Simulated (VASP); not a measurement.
# PbS in VASP: further runs

The runs below take PbS through single point, with PBE-based screened hybrid, PBE.

All numbers are computed with VASP 6.6.1; they aren't measurements. Logs are shortened: lines on timing, memory, paths and dates and some standing lists are left out, and cuts for length are marked.

**1. The cell of the first run**

It takes space group Pm-3m (No. 221, cubic). Conventional cell: a = 3.654 Å, b = 3.654 Å, c = 3.654 Å, α = 90.00°, β = 90.00°, γ = 90.00°. Within 4.2 Å of Pb (site symmetry m-3m) lie 8 S at 3.16 Å and 6 Pb at 3.65 Å. Within 4.2 Å of S (site symmetry m-3m) lie 8 Pb at 3.16 Å and 6 S at 3.65 Å.

**2. Single point, PBE-based screened hybrid**

File POSCAR:

```
PbS
1.0
    3.6536590000      0.0000000000      0.0000000000
    0.0000000000      3.6536590000      0.0000000000
    0.0000000000      0.0000000000      3.6536590000
Pb S
1 1
Direct
    0.0000000000      0.0000000000      0.0000000000
    0.5000000000      0.5000000000      0.5000000000
```

File INCAR.step1:

```
SYSTEM = PbS
ALGO     = Normal         ! electronic algorithm
EDIFF    = 1E-5           ! SCF threshold, eV
ENCUT    = 520            ! plane-wave cutoff, eV
GGA      = PE             ! functional
ISIF     = 2              ! what is computed and relaxed
ISMEAR   = -1             ! smearing method
LASPH    = .TRUE.         ! aspherical terms in the spheres
LCHARG   = .FALSE.        ! write CHGCAR
LREAL    = .FALSE.        ! projectors in reciprocal space
LWAVE    = .TRUE.         ! write WAVECAR
NBANDS   = 17             ! bands
NELM     = 60             ! most SCF steps
PREC     = Accurate       ! precision mode
SIGMA    = 0.05           ! smearing width, eV
```

File INCAR.step2:

```
SYSTEM = PbS
AEXX     = 0.3            ! exact-exchange fraction
ALGO     = Normal         ! electronic algorithm
EDIFF    = 1E-7           ! SCF threshold, eV
ENCUT    = 520            ! plane-wave cutoff, eV
GGA      = PE             ! functional
HFSCREEN = 0.2            ! screening, 1/A
ISIF     = 2              ! what is computed and relaxed
ISMEAR   = -1             ! smearing method
ISTART   = 1            
LASPH    = .TRUE.         ! aspherical terms in the spheres
LCHARG   = .FALSE.        ! write CHGCAR
LHFCALC  = .TRUE.         ! exact exchange
LREAL    = .FALSE.        ! projectors in reciprocal space
LWAVE    = .FALSE.        ! write WAVECAR
NBANDS   = 17             ! bands
NELM     = 60             ! most SCF steps
PREC     = Accurate       ! precision mode
PRECFOCK = Normal       
SIGMA    = 0.05           ! smearing width, eV
```

File KPOINTS:

```
k-points
0
G
  4 4 4
  0 0 0
```

Potentials or basis: VASP PAW PBE potentials, release 64 (Pb_d, S).

The run is started by

```bash
$ cat potpaw_PBE.64/Pb_d/POTCAR potpaw_PBE.64/S/POTCAR > POTCAR
$ cp INCAR.step1 INCAR
$ mpirun -np 1 vasp_std > vasp.out
$ cp INCAR.step2 INCAR
$ mpirun -np 1 vasp_std > vasp.out
```

OUTCAR:

```text
SYSTEM = PbS
   AEXX = 0.3
   EDIFF = 1E-7
   ENCUT = 520
   GGA = PE
   HFSCREEN = 0.2
   ISIF = 2
   ISMEAR = -1
   ISTART = 1
   LASPH = .TRUE.
   LHFCALC = .TRUE.
   LREAL = .FALSE.
   NELM = 60
   PREC = Accurate
   PRECFOCK = Normal

 ion  position               nearest neighbor table
   1  0.000  0.000  0.000-   2 3.16   2 3.16   2 3.16   2 3.16   2 3.16   2 3.16   2 3.16   2 3.16

   2  0.500  0.500  0.500-   1 3.16   1 3.16   1 3.16   1 3.16   1 3.16   1 3.16   1 3.16   1 3.16

  LATTYP: Found a simple cubic cell.
 ALAT       =     3.6536590000

  Lattice vectors:

 A1 = (   3.6536590000,   0.0000000000,   0.0000000000)
 A2 = (   0.0000000000,   3.6536590000,   0.0000000000)
 A3 = (   0.0000000000,   0.0000000000,   3.6536590000)

Analysis of symmetry for initial positions (statically):
=====================================================================
 Subroutine PRICEL returns:
 Original cell was already a primitive cell.

 Routine SETGRP: Setting up the symmetry group for a
 simple cubic supercell.

 Subroutine GETGRP returns: Found 48 space group operations
 (whereof 48 operations were pure point group operations)
 out of a pool of 48 trial point group operations.

The static configuration has the point symmetry O_h .

Analysis of symmetry for dynamics (positions and initial velocities):
=====================================================================
 Subroutine PRICEL returns:
 Original cell was already a primitive cell.

 Routine SETGRP: Setting up the symmetry group for a
 simple cubic supercell.

 Subroutine GETGRP returns: Found 48 space group operations
 (whereof 48 operations were pure point group operations)
 out of a pool of 48 trial point group operations.

The dynamic configuration has the point symmetry O_h .

 Subroutine INISYM returns: Found 48 space group operations
 (whereof 48 operations are pure point group operations),
 and found     1 'primitive' translations

----------------------------------------------------------------------------------------

                                     Primitive cell

  volume of cell :      48.7735

  direct lattice vectors                    reciprocal lattice vectors
     3.653659000  0.000000000  0.000000000     0.273698230  0.000000000  0.000000000
     0.000000000  3.653659000  0.000000000     0.000000000  0.273698230  0.000000000
     0.000000000  0.000000000  3.653659000     0.000000000  0.000000000  0.273698230

  length of vectors
     3.653659000  3.653659000  3.653659000     0.273698230  0.273698230  0.273698230

  position of ions in fractional coordinates (direct lattice)
     0.000000000  0.000000000  0.000000000
     0.500000000  0.500000000  0.500000000

  ion indices of the primitive-cell ions
   primitive index   ion index
                 1           1
                 2           2

----------------------------------------------------------------------------------------

 KPOINTS: k-points

Automatic generation of k-mesh.
 Grid dimensions read from file:
 generate k-points for:    4    4    4

 Generating k-lattice:

  Cartesian coordinates                     Fractional coordinates (reciprocal lattice)
     0.068424557  0.000000000  0.000000000     0.250000000  0.000000000  0.000000000
     0.000000000  0.068424557  0.000000000     0.000000000  0.250000000  0.000000000
     0.000000000  0.000000000  0.068424557     0.000000000  0.000000000  0.250000000

  Length of vectors
     0.068424557  0.068424557  0.068424557

  Shift w.r.t. Gamma in fractional coordinates (k-lattice)
     0.000000000  0.000000000  0.000000000

 Subroutine IBZKPT returns following result:
 ===========================================

 Found     10 irreducible k-points:

 Following reciprocal coordinates:
            Coordinates               Weight
  0.000000  0.000000  0.000000      1.000000
  0.250000  0.000000  0.000000      6.000000
  0.500000  0.000000  0.000000      3.000000
  0.250000  0.250000  0.000000     12.000000
  0.500000  0.250000  0.000000     12.000000
  0.500000  0.500000  0.000000      3.000000
  0.250000  0.250000  0.250000      8.000000
  0.500000  0.250000  0.250000     12.000000
  0.500000  0.500000  0.250000      6.000000
  0.500000  0.500000  0.500000      1.000000
   k-points           NKPTS =     10   k-points in BZ     NKDIM =     64   number of bands    NBANDS=     17
   number of dos      NEDOS =    301   number of ions     NIONS =      2
   total plane-waves  NPLWV =  21952
   dimension x,y,z NGX =    28 NGY =   28 NGZ =   28
   dimension x,y,z NGXF=    56 NGYF=   56 NGZF=   56
   ions per type =               1   1
   NGX,Y,Z   is equivalent  to a cutoff of  12.74, 12.74, 12.74 a.u.
   NGXF,Y,Z  is equivalent  to a cutoff of  25.48, 25.48, 25.48 a.u.
 SYSTEM =  PbS
   PREC   = accura    normal or accurate (medium, high low for compatibility)
   ISTART =      1    job   : 0-new  1-cont  2-samecut
   ICHARG =      0    charge: 1-file 2-atom 10-const
   ISPIN  =      1    spin polarized calculation?
   LNONCOLLINEAR =      F non collinear calculations
   LSORBIT =      F    spin-orbit coupling
   LASPH  =      T    aspherical Exc in radial PAW
   ENCUT  =  520.0 eV  38.22 Ry    6.18 a.u.   6.79  6.79  6.79*2*pi/ulx,y,z
   NELM   =     60;   NELMIN=  2; NELMDL=  0     # of ELM steps
   EDIFF  = 0.1E-06   stopping-criterion for ELM
   LREAL  =      F    real-space projection
   EDIFFG = 0.1E-05   stopping-criterion for IOM
   NSW    =      0    number of steps for IOM
   IBRION =     -1    ionic relax: 0-MD 1-quasi-New 2-CG
   NFREE  =      0    steps in history (QN), initial steepest desc. (CG)
   ISIF   =      2    stress and relaxation
   ISYM   =      3    0-nonsym 1-usesym 2-fastsym
   POTIM  = 0.5000    time-step for ionic-motion
   TEBEG  =    0.0;   TEEND  =   0.0 temperature during run
   PSTRESS=    0.0 pullay stress
   NELECT =      20.0000    total number of electrons
   NUPDOWN=      -1.0000    fix difference up-down
   EMIN   =  10.00;   EMAX   =-10.00  energy-range for DOS
   EFERMI =   0.00;   METHOD = LEGACY
   ISMEAR =    -1;   SIGMA  =   0.05  broadening in eV -4-tet -1-fermi 0-gaus
   EFERMI_NEDOS =   21; number of points for ismear=-14 and -15
   IALGO  =     38    algorithm
   IMIX   =      1    mixing-type and parameters
     AMIX     =   0.40;   BMIX     =  1.00
     AMIX_MAG =   1.60;   BMIX_MAG =  1.00
  volume/ion in A,a.u.               =      24.39       164.57
  Fermi-wavevector in a.u.,A,eV,Ry     =   1.216252  2.298383 20.126668  1.479268
  Thomas-Fermi vector in A             =   2.351612
   LORBIT       =      0    0 simple, 1 ext, 2 COOP (PROOUT), +10 PAW based schemes
   GGA     = PE    functional components
   LHFCALC =     T    Hartree Fock is set to
   PRECFOCK=normal    Normal, Fast or Accurate (Low or Medium for compatibility)
   ENCUT4O =  -1.0   cutoff for four orbital integrals eV
   NKREDX  =     1    reduce k-point grid by
   NKREDY  =     1    reduce k-point grid by
   NKREDZ  =     1    reduce k-point grid by
   AEXX    =    0.3000 exact exchange contribution
   HFSCREEN=    0.2000 screening length (either q_TF or 0.3 A-1)
   HFSCREENC=   0.2000 screening length for correlation (either q_TF or 0.3 A-1)
   ENCUTFOCK=  -1.0 apply spherical cutoff to Coloumb kernel
   IVDW    =     0    specifies the selected vdW correction
   LEPSILON=     F    determine dielectric tensor
   LRPA    =     F    only Hartree local field effects (RPA)
 non-spin polarized calculation
  energy-cutoff  :      520.00
  volume of cell :       48.77
 maximum number of plane-waves:      1357
 NGX is ok and might be reduce to    28
  NGX = 24; NGY = 24; NGZ = 24

 number of electron      19.9999995 magnetization

 Free energy of the ion-electron system (eV)
  ---------------------------------------------------
  ext. energy  EPLUGINS =         0.00000000
  ---------------------------------------------------
  free energy    TOTEN  =       -10.14167615 eV

  energy without entropy =      -10.13515572  energy(sigma->0) =      -10.13841593

 E-fermi :   5.6626     XC(G=0):  -8.0571

 val. band max:        5.6537003495   @ k =   0.5000   0.5000   0.5000
 cond. band min:       5.6712975791   @ k =   0.5000   0.0000   0.0000
 fundamental gap:      0.0175972296
 Fermi energy:         5.6626302018

 k-point     1 :       0.0000    0.0000    0.0000
  band No.  band energies     occupation
      1     -13.3863      2.00000
      2     -13.3863      2.00000
      3     -13.1810      2.00000
      4     -13.1810      2.00000
      5     -13.1810      2.00000
      6      -9.1828      2.00000
[... 9 lines left out ...]
     16      19.7688      0.00000
     17      19.9086      0.00000

 k-point     2 :       0.2500    0.0000    0.0000
  band No.  band energies     occupation
      1     -13.3811      2.00000
      2     -13.3076      2.00000
      3     -13.2117      2.00000
      4     -13.2117      2.00000
      5     -13.1780      2.00000
      6      -8.6300      2.00000
[... 9 lines left out ...]
     16      18.0883      0.00000
     17      19.8653      0.00000

 k-point     3 :       0.5000    0.0000    0.0000
  band No.  band energies     occupation
      1     -13.3760      2.00000
      2     -13.2421      2.00000
      3     -13.2421      2.00000
      4     -13.2297      2.00000
      5     -13.1750      2.00000
      6      -7.7851      2.00000
[... 9 lines left out ...]
     16      19.9346      0.00000
     17      20.9429      0.00000

 k-point     4 :       0.2500    0.2500    0.0000
  band No.  band energies     occupation
      1     -13.3413      2.00000
      2     -13.2604      2.00000
      3     -13.2598      2.00000
      4     -13.2089      2.00000
      5     -13.2046      2.00000
      6      -8.1137      2.00000
[... 9 lines left out ...]
     16      17.0643      0.00000
     17      17.3597      0.00000
[... 63 lines left out ...]
      1     -13.2999      2.00000
      2     -13.2774      2.00000
      3     -13.2523      2.00000
      4     -13.2371      2.00000
      5     -13.1714      2.00000
      6      -7.1153      2.00000
[... 9 lines left out ...]
     16      17.4119      0.00000
     17      20.8294      0.00000

 k-point     9 :       0.5000    0.5000    0.2500
  band No.  band energies     occupation
      1     -13.3403      2.00000
      2     -13.2713      2.00000
      3     -13.2713      2.00000
      4     -13.2105      2.00000
      5     -13.1223      2.00000
      6      -6.8024      2.00000
[... 9 lines left out ...]
     16      18.9554      0.00000
     17      21.8321      0.00000

 k-point    10 :       0.5000    0.5000    0.5000
  band No.  band energies     occupation
      1     -13.3134      2.00000
      2     -13.3134      2.00000
      3     -13.3134      2.00000
      4     -13.1203      2.00000
      5     -13.1203      2.00000
      6      -6.6617      2.00000
[... 9 lines left out ...]
     16      20.9480      0.00000
     17      23.9092      0.00000

------------------------ aborting loop because EDIFF is reached ----------------------------------------

  FORCE on cell =-STRESS in cart. coord.  units (eV):
  Direction    XX          YY          ZZ          XY          YZ          ZX
  --------------------------------------------------------------------------------------
  -------------------------------------------------------------------------------------
  Total       -0.6493068     -0.6493068     -0.6493068      0.0000000      0.0000000      0.0000000
  in kB      -21.3292964    -21.3292964    -21.3292964      0.0000000      0.0000000      0.0000000
  external PRESSURE =     -21.3292964 kB  Pullay stress =       0.0000000 kB

 VOLUME and BASIS-vectors are now :
 -----------------------------------------------------------------------------
  energy-cutoff  :      520.00
  volume of cell :       48.77
      direct lattice vectors                 reciprocal lattice vectors
     3.653659000  0.000000000  0.000000000     0.273698230  0.000000000  0.000000000
     0.000000000  3.653659000  0.000000000     0.000000000  0.273698230  0.000000000
     0.000000000  0.000000000  3.653659000     0.000000000  0.000000000  0.273698230

 POSITION                                       TOTAL-FORCE (eV/Angst)
 -----------------------------------------------------------------------------------
      0.00000      0.00000      0.00000         0.000000      0.000000      0.000000
      1.82683      1.82683      1.82683         0.000000      0.000000      0.000000
 -----------------------------------------------------------------------------------
    total drift:                                0.000002      0.000002      0.000002

  FREE ENERGIE OF THE ION-ELECTRON SYSTEM (eV)
  ---------------------------------------------------
  free  energy   TOTEN  =       -10.1416761462 eV

  energy  without entropy=      -10.1351557172  energy(sigma->0) =      -10.13841593
```

Wall time 11 min (1 thread of AMD EPYC 7R13, shared host); peak memory 0.28 GiB.

What came out:

```
Free energy            : -10.1417 eV
Pressure               : -2.1 GPa
Band gap on the k mesh : zero (band 10 reaches 5.67 eV, above the bottom of band 11 at 5.65 eV)
```

Levels at points of the mesh, in eV from the Fermi level:
| k point | band 6 | band 7 | band 8 | band 9 | band 10 | band 11 | band 12 | band 13 | band 14 | band 15 |
| --- | --- | --- | --- | --- | --- | --- | --- | --- | --- | --- |
| (0.00, 0.00, 0.00) | -14.85 | -7.22 | -1.90 | -1.90 | -1.90 | 6.35 | 6.35 | 7.76 | 7.76 | 7.76 |
| (0.50, 0.00, 0.00) | -13.45 | -9.96 | -0.65 | -0.65 | 0.01 | 0.95 | 4.81 | 4.81 | 7.73 | 10.30 |
| (0.50, 0.50, 0.00) | -12.59 | -7.82 | -5.04 | -5.04 | -0.41 | 5.23 | 5.23 | 7.04 | 8.22 | 10.64 |
| (0.50, 0.50, 0.50) | -12.32 | -6.34 | -2.79 | -2.79 | -2.79 | -0.01 | -0.01 | -0.01 | 15.29 | 15.29 |

Caveat: the k points lie up to 0.43 Å⁻¹ apart; the PAW data sets were made with another functional, which shifts forces and pressure a little; spin-orbit coupling is left out, which moves the levels of the heavy elements.

**3. Single point, PBE**

This run uses another cell than the first one, of 23.90 Å³/atom, 0.980 times its volume.

File INCAR:

```
PREC = Accurate
ENCUT = 500
EDIFF = 1E-6
ISMEAR = -1
SIGMA = 0.05
LREAL = False
LASPH = True
NELM = 120
ALGO = Normal
ISIF = 2
LWAVE = False
LCHARG = False
GGA = PE
NBANDS = 17
GGA_COMPAT = False
```

File KPOINTS:

```
Automatic mesh
0
Gamma
  7 7 7
```

File POSCAR:

```
PbS
1.0
    3.6291370598      0.0000000000      0.0000000000
    0.0000000000      3.6291370598      0.0000000000
    0.0000000000      0.0000000000      3.6291370598
Pb S
1 1
Direct
    0.0000000000      0.0000000000      0.0000000000
    0.5000000000      0.5000000000      0.5000000000
```

Potentials or basis: VASP PAW PBE potentials, release 64 (Pb_d, S).

The run is started by

```bash
$ cat potpaw_PBE.64/Pb_d/POTCAR potpaw_PBE.64/S/POTCAR > POTCAR
$ mpirun -np 1 vasp_std > vasp.out
```

OUTCAR:

```text
PREC = Accurate
   ENCUT = 500
   EDIFF = 1E-6
   ISMEAR = -1
   LREAL = False
   LASPH = True
   NELM = 120
   ISIF = 2
   GGA = PE

 ion  position               nearest neighbor table
   1  0.000  0.000  0.000-   2 3.14   2 3.14   2 3.14   2 3.14   2 3.14   2 3.14   2 3.14   2 3.14

   2  0.500  0.500  0.500-   1 3.14   1 3.14   1 3.14   1 3.14   1 3.14   1 3.14   1 3.14   1 3.14

  LATTYP: Found a simple cubic cell.
 ALAT       =     3.6291370598

[... 581 lines left out ...]

------------------------ aborting loop because EDIFF is reached ----------------------------------------

  FORCE on cell =-STRESS in cart. coord.  units (eV):
  Direction    XX          YY          ZZ          XY          YZ          ZX
  --------------------------------------------------------------------------------------
  -------------------------------------------------------------------------------------
  Total        0.2917646      0.2917646      0.2917646      0.0000000      0.0000000     -0.0000000
  in kB        9.7798707      9.7798707      9.7798707      0.0000000      0.0000000     -0.0000000
  external PRESSURE =       9.7798707 kB  Pullay stress =       0.0000000 kB

 VOLUME and BASIS-vectors are now :
 -----------------------------------------------------------------------------
  energy-cutoff  :      500.00
  volume of cell :       47.80
      direct lattice vectors                 reciprocal lattice vectors
     3.629137060  0.000000000  0.000000000     0.275547598  0.000000000  0.000000000
     0.000000000  3.629137060  0.000000000     0.000000000  0.275547598  0.000000000
     0.000000000  0.000000000  3.629137060     0.000000000  0.000000000  0.275547598

 POSITION                                       TOTAL-FORCE (eV/Angst)
 -----------------------------------------------------------------------------------
      0.00000      0.00000      0.00000         0.000000      0.000000      0.000000
      1.81457      1.81457      1.81457         0.000000      0.000000      0.000000
 -----------------------------------------------------------------------------------
    total drift:                               -0.000000      0.000000      0.000000

  FREE ENERGIE OF THE ION-ELECTRON SYSTEM (eV)
  ---------------------------------------------------
  free  energy   TOTEN  =        -8.2528927256 eV

  energy  without entropy=       -8.2440906446  energy(sigma->0) =       -8.24849169
```

Run time: 24 s. Hardware: 1 thread of Intel Xeon 8259CL, shared host; peak memory 0.16 GiB.

Results:

```
Free energy            : -8.2529 eV
Pressure               : 1.0 GPa
Band gap on the k mesh : 0.07 eV, indirect (least direct gap 1.48 eV)
```

Caveat: spin-orbit coupling is left out, which moves the levels of the heavy elements.

(Part 1 of 2 ends here.)
